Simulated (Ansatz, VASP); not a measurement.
One calculation of CuO, two programs

Contents of INCAR:

```
SYSTEM = CuO
PREC = Accurate ; ENCUT = 520
EDIFF = 1E-7 ; ISMEAR = 0
SIGMA = 0.1 ; LREAL = .FALSE.
LASPH = .TRUE. ; NELM = 100
ALGO = Normal ; ISIF = 2
LWAVE = .FALSE. ; LCHARG = .FALSE.
GGA = PE ; NBANDS = 25
```

Contents of KPOINTS:

```
Automatic mesh
0
G
  2 2 2
  0 0 0
```

POSCAR

```
CuO
1.0
    2.3404404522     -1.7107783127     -0.0229301573
    2.3197430003      1.6824555157     -0.0101368612
   -0.8908838133      0.0240860588      5.0786274137
Cu O
2 2
Direct
   -0.0082652229      0.4939545091     -0.0055067082
    0.4909130835     -0.0195801087      0.4987901057
    0.5733962104      0.3983939412      0.2576963426
    0.3918683292      0.5610426818      0.7397132466
```

Input for Ansatz:

```yaml
crystal:
  lattice:
    - [2.3404404522, -1.7107783127, -0.0229301573]
    - [2.3197430003, 1.6824555157, -0.0101368612]
    - [-0.8908838133, 0.0240860588, 5.0786274137]
  atoms:
    - { symbol: Cu, position: [-0.0082652229, 0.4939545091, -0.0055067082] }
    - { symbol: Cu, position: [0.4909130835, -0.0195801087, 0.4987901057] }
    - { symbol: O, position: [0.5733962104, 0.3983939412, 0.2576963426] }
    - { symbol: O, position: [0.3918683292, 0.5610426818, 0.7397132466] }
basis:
  ecutwfc: 420
kpoints:
  mp_grid: { grid: [2, 2, 2] }
hamiltonian:
  xc: pbe
scf:
  occupations: { method: gaussian, width: 0.1 }
output:
  forces: true
  stress: true
  eigenvalues: true
```

Change from the starting cell: kmesh displaced: [2, 2, 2] Gamma-centred.

Alike in both runs: task single point; functional PBE; k mesh 2 × 2 × 2; occupations gaussian, width 0.1 eV; no spin polarisation.

|  | VASP | Ansatz |
| --- | --- | --- |
| version | VASP 6.6.1 | Ansatz 0.2.0 |
| potentials or method | VASP PAW PBE potentials, release 64 (Cu, O), cutoff 520 eV | scalar-relativistic, plane waves, PAW |
| valence electrons in the cell | 34 | 50 |

|  | VASP | Ansatz | Ansatz less VASP |
| --- | --- | --- | --- |
| gap on the k mesh at the Fermi level (eV) | none | none | - |
| pressure (GPa) | 11.8 | 11.1 | -0.66 |
| traceless stress, the component that is largest in VASP (GPa) | -10.92 | -11.31 | -0.395 |
| rms of the force components (eV/Å) | 0.199 | 0.186 | -0.0132 |

Atom by atom the forces differ by 0.024 eV/Å (rms over components). A gap of «none» marks a metal or a gap that the smearing closes. The functional is the same, so the differences come from potentials, cutoffs and numerics. VASP's potentials hold 34 valence electrons a cell and Ansatz's 50, so a difference there can come from the potentials and not from the codes.

The k mesh is coarse, so the values compare programs but aren't converged.
